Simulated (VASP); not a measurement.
# Ti (P2_1/m) in VASP: single point with PBE

Aim: the single point of Ti with PBE.

Program: VASP 6.6.1. These are calculated values, not measurements. Logs are shortened: lines on timing, memory, paths and dates and some standing lists are left out, and cuts for length are marked.

## Step 1: The cell of the first run

It takes space group P2_1/m (No. 11, monoclinic). The conventional cell has a = 2.907 Å, b = 2.907 Å, c = 12.698 Å, α = 90.00°, β = 92.62°, γ = 90.00°. Ti (site symmetry m) has 12 Ti at 2.91 to 3.47 Å within 3.8 Å. Within 3.8 Å of Ti (site symmetry m) lie 12 Ti at 2.91 Å. Within 3.8 Å of Ti (site symmetry m) lie 12 Ti at 2.91 Å.

## Step 2: Single point, PBE (the part above a cut slid along it)

File INCAR:

```
SYSTEM = Ti
ALGO = All
EDIFF = 1E-6
ENCUT = 550
GGA = PE
GGA_COMPAT = .FALSE.
ISEARCH = 1
ISIF = 2
ISMEAR = 0
KPAR = 4
LASPH = .TRUE.
LCHARG = .FALSE.
LREAL = .FALSE.
LWAVE = .FALSE.
NBANDS = 45
NELM = 300
PREC = Accurate
SIGMA = 0.15
```

File KPOINTS:

```
k-points
0
G
  15 15 4
  0 0 0
```

File POSCAR:

```
Ti
1.0
   -2.0558584512     -2.0558584512      0.0000000000
    2.0558584512     -2.0558584512      0.0000000000
   -0.4111716902     -0.4111716902     12.6851507070
Ti
6
Direct
   -0.1782716841      0.0000000000      0.8913584203
    0.4837964300      0.5000000000      0.0810178502
   -0.0486171928      0.0000000000      0.2430859642
    0.4189691844      0.5000000000      0.4051540782
   -0.1134444385      0.0000000000      0.5672221923
    0.3541419387      0.5000000000      0.7292903063
```

Potentials or basis: VASP PAW PBE potentials, release 64 (Ti_sv).

Run with:

```sh
cat potpaw_PBE.64/Ti_sv/POTCAR > POTCAR
mpirun -np 4 vasp_std > vasp.out
```

OUTCAR:

```text
SYSTEM = Ti
   EDIFF = 1E-6
   ENCUT = 550
   GGA = PE
   ISIF = 2
   ISMEAR = 0
   LASPH = .TRUE.
   LREAL = .FALSE.
   NELM = 300
   PREC = Accurate

 ion  position               nearest neighbor table
   1  0.822  0.000  0.891-   6 2.91   6 2.91   6 2.91   6 2.91
   2  0.484  0.500  0.081-   3 2.91   3 2.91   3 2.91   3 2.91
   3  0.951  0.000  0.243-   2 2.91   4 2.91   2 2.91   4 2.91   2 2.91   2 2.91   4 2.91   4 2.91

   4  0.419  0.500  0.405-   3 2.91   3 2.91   3 2.91   3 2.91   5 2.91   5 2.91   5 2.91   5 2.91

   5  0.887  0.000  0.567-   6 2.91   6 2.91   6 2.91   6 2.91   4 2.91   4 2.91   4 2.91   4 2.91

   6  0.354  0.500  0.729-   1 2.91   5 2.91   1 2.91   5 2.91   5 2.91   5 2.91   1 2.91   1 2.91

  LATTYP: Found a simple monoclinic cell.
 ALAT       =     2.9074229040
 B/A-ratio  =     1.0000000000
 C/A-ratio  =     4.3676037840
 COS(beta)  =    -0.0457916995

  Lattice vectors:

 A1 = (  -2.0558584512,  -2.0558584512,   0.0000000000)
 A2 = (  -2.0558584512,   2.0558584512,   0.0000000000)
 A3 = (   0.4111716902,   0.4111716902, -12.6851507070)

Analysis of symmetry for initial positions (statically):
=====================================================================
 Subroutine PRICEL returns:
 Original cell was already a primitive cell.

 Routine SETGRP: Setting up the symmetry group for a
 simple monoclinic supercell.

 Subroutine GETGRP returns: Found  4 space group operations
 (whereof  2 operations were pure point group operations)
 out of a pool of  4 trial point group operations.

The static configuration has the point symmetry C_1h.
 The point group associated with its full space group is C_2h.

Analysis of symmetry for dynamics (positions and initial velocities):
=====================================================================
 Subroutine PRICEL returns:
 Original cell was already a primitive cell.

 Routine SETGRP: Setting up the symmetry group for a
 simple monoclinic supercell.

 Subroutine GETGRP returns: Found  4 space group operations
 (whereof  2 operations were pure point group operations)
 out of a pool of  4 trial point group operations.

The dynamic configuration has the point symmetry C_1h.
 The point group associated with its full space group is C_2h.

 Subroutine INISYM returns: Found  4 space group operations
 (whereof  2 operations are pure point group operations),
 and found     1 'primitive' translations

----------------------------------------------------------------------------------------

                                     Primitive cell

  volume of cell :     107.2289

  direct lattice vectors                    reciprocal lattice vectors
    -2.055858451 -2.055858451  0.000000000    -0.243207406 -0.243207406 -0.015766466
     2.055858451 -2.055858451  0.000000000     0.243207406 -0.243207406  0.000000000
    -0.411171690 -0.411171690 12.685150707     0.000000000  0.000000000  0.078832331

  length of vectors
     2.907422904  2.907422904 12.698471277     0.344308387  0.343947211  0.078832331

  position of ions in fractional coordinates (direct lattice)
     0.821728316  0.000000000  0.891358420
     0.483796430  0.500000000  0.081017850
     0.951382807  0.000000000  0.243085964
     0.418969184  0.500000000  0.405154078
     0.886555562  0.000000000  0.567222192
     0.354141939  0.500000000  0.729290306

  ion indices of the primitive-cell ions
   primitive index   ion index
                 1           1
                 2           2
                 3           3
                 4           4
                 5           5
                 6           6

----------------------------------------------------------------------------------------

 KPOINTS: k-points

Automatic generation of k-mesh.
 Grid dimensions read from file:
 generate k-points for:   15   15    4

 Generating k-lattice:

  Cartesian coordinates                     Fractional coordinates (reciprocal lattice)
    -0.016213827 -0.016213827 -0.001051098     0.066666667  0.000000000  0.000000000
     0.016213827 -0.016213827  0.000000000     0.000000000  0.066666667  0.000000000
     0.000000000  0.000000000  0.019708083     0.000000000  0.000000000  0.250000000

  Length of vectors
     0.022953892  0.022929814  0.019708083

  Shift w.r.t. Gamma in fractional coordinates (k-lattice)
     0.000000000  0.000000000  0.000000000

 Subroutine IBZKPT returns following result:
 ===========================================

 Found    248 irreducible k-points:

 Following reciprocal coordinates:
            Coordinates               Weight
  0.000000  0.000000  0.000000      1.000000
  0.066667  0.000000 -0.000000      2.000000
  0.133333  0.000000 -0.000000      2.000000
  0.200000  0.000000 -0.000000      2.000000
  0.266667  0.000000 -0.000000      2.000000
  0.333333  0.000000 -0.000000      2.000000
[... 16 lines left out ...]
  0.400000  0.133333 -0.000000      4.000000
  0.466667  0.133333 -0.000000      4.000000
 [... further k-points ...]
   k-points           NKPTS =    248   k-points in BZ     NKDIM =    248   number of bands    NBANDS=     45
   number of dos      NEDOS =    301   number of ions     NIONS =      6
   total plane-waves  NPLWV =  56448
   dimension x,y,z NGX =    24 NGY =   24 NGZ =   98
   dimension x,y,z NGXF=    48 NGYF=   48 NGZF=  196
   ions per type =               6
   NGX,Y,Z   is equivalent  to a cutoff of  13.72, 13.72, 12.83 a.u.
   NGXF,Y,Z  is equivalent  to a cutoff of  27.45, 27.45, 25.66 a.u.
 SYSTEM =  Ti
   PREC   = accura    normal or accurate (medium, high low for compatibility)
   ISTART =      0    job   : 0-new  1-cont  2-samecut
   ICHARG =      2    charge: 1-file 2-atom 10-const
   ISPIN  =      1    spin polarized calculation?
   LNONCOLLINEAR =      F non collinear calculations
   LSORBIT =      F    spin-orbit coupling
   LASPH  =      T    aspherical Exc in radial PAW
   ENCUT  =  550.0 eV  40.42 Ry    6.36 a.u.   5.56  5.56 24.28*2*pi/ulx,y,z
   NELM   =    300;   NELMIN=  2; NELMDL= -5     # of ELM steps
   EDIFF  = 0.1E-05   stopping-criterion for ELM
   LREAL  =      F    real-space projection
   EDIFFG = 0.1E-04   stopping-criterion for IOM
   NSW    =      0    number of steps for IOM
   IBRION =     -1    ionic relax: 0-MD 1-quasi-New 2-CG
   NFREE  =      0    steps in history (QN), initial steepest desc. (CG)
   ISIF   =      2    stress and relaxation
   ISYM   =      2    0-nonsym 1-usesym 2-fastsym
   POTIM  = 0.5000    time-step for ionic-motion
   TEBEG  =    0.0;   TEEND  =   0.0 temperature during run
   PSTRESS=    0.0 pullay stress
   NELECT =      72.0000    total number of electrons
   NUPDOWN=      -1.0000    fix difference up-down
   EMIN   =  10.00;   EMAX   =-10.00  energy-range for DOS
   EFERMI =   0.00;   METHOD = LEGACY
   ISMEAR =     0;   SIGMA  =   0.15  broadening in eV -4-tet -1-fermi 0-gaus
   EFERMI_NEDOS =   21; number of points for ismear=-14 and -15
   IALGO  =     58    algorithm
   IMIX   =      4    mixing-type and parameters
     AMIX     =   0.40;   BMIX     =  1.00
     AMIX_MAG =   1.60;   BMIX_MAG =  1.00
  volume/ion in A,a.u.               =      17.87       120.60
  Fermi-wavevector in a.u.,A,eV,Ry     =   1.433557  2.709030 27.961140  2.055086
  Thomas-Fermi vector in A             =   2.553062
   LORBIT       =      0    0 simple, 1 ext, 2 COOP (PROOUT), +10 PAW based schemes
   GGA     = PE    functional components
   LHFCALC =     F    Hartree Fock is set to
   AEXX    =    0.0000 exact exchange contribution
   IVDW    =     0    specifies the selected vdW correction
   LEPSILON=     F    determine dielectric tensor
   LRPA    =     F    only Hartree local field effects (RPA)
 non-spin polarized calculation
 Gauss-broadening in eV      SIGMA  =   0.15
  energy-cutoff  :      550.00
  volume of cell :      107.23
 maximum number of plane-waves:      3179
   NGX = 11   NGY = 11   NGZ = 49

 number of electron      72.0000010 magnetization

 Free energy of the ion-electron system (eV)
  ---------------------------------------------------
  ext. energy  EPLUGINS =         0.00000000
  ---------------------------------------------------
  free energy    TOTEN  =       -46.52511031 eV

  energy without entropy =      -46.41211181  energy(sigma->0) =      -46.46861106

 E-fermi :   7.9130     XC(G=0): -11.3532

 val. band max:        7.9101601880   @ k =   0.0000   0.2667   0.0000
 cond. band min:       7.9135235035   @ k =   0.2667   0.0667   0.2500
 fundamental gap:      0.0033633155
 Fermi energy:         7.9129949464

 k-point     1 :       0.0000    0.0000    0.0000
  band No.  band energies     occupation
      1     -48.8540      2.00000
      2     -48.8219      2.00000
      3     -48.7776      2.00000
      4     -48.7395      2.00000
      5     -48.6999      2.00000
      6     -48.6505      2.00000
[... 37 lines left out ...]
     44       9.4599      0.00000
     45      10.0937      0.00000

 k-point     2 :       0.0667    0.0000   -0.0000
  band No.  band energies     occupation
      1     -48.8514      2.00000
      2     -48.8194      2.00000
      3     -48.7748      2.00000
      4     -48.7381      2.00000
      5     -48.6988      2.00000
      6     -48.6502      2.00000
[... 37 lines left out ...]
     44       9.3774      0.00000
     45       9.8506      0.00000

 k-point     3 :       0.1333    0.0000   -0.0000
  band No.  band energies     occupation
      1     -48.8441      2.00000
      2     -48.8125      2.00000
      3     -48.7669      2.00000
      4     -48.7340      2.00000
      5     -48.6960      2.00000
      6     -48.6495      2.00000
[... 997 lines left out ...]
     44       9.1171      0.00000
     45       9.2498      0.00000

 k-point    24 :       0.4667    0.1333   -0.0000
  band No.  band energies     occupation
      1     -48.7857      2.00000
      2     -48.7576      2.00000
      3     -48.6964      2.00000
      4     -48.6962      2.00000
      5     -48.6669      2.00000
      6     -48.6593      2.00000
[... 37 lines left out ...]
     44       9.0996      0.00000
     45       9.1705      0.00000

 [... further k-points ...]

------------------------ aborting loop because EDIFF is reached ----------------------------------------

  FORCE on cell =-STRESS in cart. coord.  units (eV):
  Direction    XX          YY          ZZ          XY          YZ          ZX
  --------------------------------------------------------------------------------------
  -------------------------------------------------------------------------------------
  Total       -1.8825902     -1.8825902     -0.9136619     -0.2015815      0.3958952      0.3958955
  in kB      -28.1290030    -28.1290030    -13.6516154     -3.0119604      5.9153279      5.9153315
  external PRESSURE =     -23.3032072 kB  Pullay stress =       0.0000000 kB

 VOLUME and BASIS-vectors are now :
 -----------------------------------------------------------------------------
  energy-cutoff  :      550.00
  volume of cell :      107.23
      direct lattice vectors                 reciprocal lattice vectors
    -2.055858451 -2.055858451  0.000000000    -0.243207406 -0.243207406 -0.015766466
     2.055858451 -2.055858451  0.000000000     0.243207406 -0.243207406  0.000000000
    -0.411171690 -0.411171690 12.685150707     0.000000000  0.000000000  0.078832331

 POSITION                                       TOTAL-FORCE (eV/Angst)
 -----------------------------------------------------------------------------------
     -2.05586     -2.05586     11.30702        -0.224679     -0.224679      0.038186
     -0.00000     -2.05586      1.02772         0.224679      0.224679     -0.038186
     -2.05586     -2.05586      3.08358        -0.026952     -0.026952     -0.146518
     -0.00000     -2.05586      5.13944         0.004965      0.004965     -0.029856
     -2.05586     -2.05586      7.19530        -0.004965     -0.004965      0.029856
      0.00000     -2.05586      9.25116         0.026952      0.026952      0.146518
 -----------------------------------------------------------------------------------
    total drift:                               -0.000011     -0.000011     -0.000036

  FREE ENERGIE OF THE ION-ELECTRON SYSTEM (eV)
  ---------------------------------------------------
  free  energy   TOTEN  =       -46.5251103092 eV

  energy  without entropy=      -46.4121108465  energy(sigma->0) =      -46.46861058
```

Run time: 7.7 min. Hardware: 4 MPI ranks of Intel Xeon 6975P-C (Granite Rapids), shared host; peak memory 2 GiB.

What came out:

| Item | Value |
| --- | --- |
| Free energy | -46.5251 eV |
| Pressure | -2.3 GPa |
| Largest force | 0.320 eV/Å |
| Band gap on the k mesh | zero (bands 36 and 37 overlap by 0.88 eV) |

Forces on the atoms (eV/Å):
```
Ti  -0.225 -0.225  0.038
Ti   0.225  0.225 -0.038
Ti  -0.027 -0.027 -0.147
Ti   0.005  0.005 -0.030
Ti  -0.005 -0.005  0.030
Ti   0.027  0.027  0.147
```

Levels at points of the mesh, in eV from the Fermi level:
```csv
k point,band 33,band 34,band 35,band 36,band 37,band 38,band 39,band 40
"(0.00, 0.00, 0.00)",-0.96,-0.20,0.18,0.37,0.74,0.90,0.98,1.21
"(0.00, 0.00, 0.50)",-0.76,-0.41,0.25,0.52,0.68,0.99,1.00,1.05
```

Caveat: the cell differs from its parent crystal (the part above a cut slid along it).
